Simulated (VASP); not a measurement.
Here is a VASP 6.6.1 calculation.

Contents of INCAR:

```
SYSTEM = PtSe2
  PREC = Accurate
  ENCUT = 600
  EDIFF = 1E-6
  ISMEAR = -1
  SIGMA = 0.03
  LREAL = .False.
  LASPH = .True.
  NELM = 100
  ALGO = Normal
  ISIF = 3
  LWAVE = .False.
  LCHARG = .False.
  GGA = PS
  IBRION = 2
  NSW = 100
  EDIFFG = -0.01
```

File KPOINTS:

```
regular mesh
0
Gamma
  6 6 6
  0 0 0
```

Contents of POSCAR:

```
PtSe2
1.0
    0.0000000000      3.2424385794      3.2424385794
    3.2424385794      0.0000000000      3.2424385794
    3.2424385794      3.2424385794      0.0000000000
Pt Se
1 2
Direct
    0.0000000000      0.0000000000      0.0000000000
    0.2500000000      0.2500000000      0.2500000000
    0.7500000000      0.7500000000      0.7500000000
```

Potentials or basis: VASP PAW PBE potentials, release 64 (Pt, Se).

Command:

```console
$ cat potpaw_PBE.64/Pt/POTCAR potpaw_PBE.64/Se/POTCAR > POTCAR
$ mpirun -np 1 vasp_std > vasp.out
```

(1) Estimate the space group after relaxing (to 0.1 Å).

(2) Predict the band gap on the k mesh.

(3) Predict the relaxed volume.

Answers

(1) Fm-3m (No. 225).

(2) zero (bands 11 and 12 overlap by 0.51 eV).

(3) 19.88 Å³/atom.

Caveat: the PAW data sets were made with another functional, which shifts forces and pressure a little; spin-orbit coupling is left out, which moves the levels of the heavy elements.
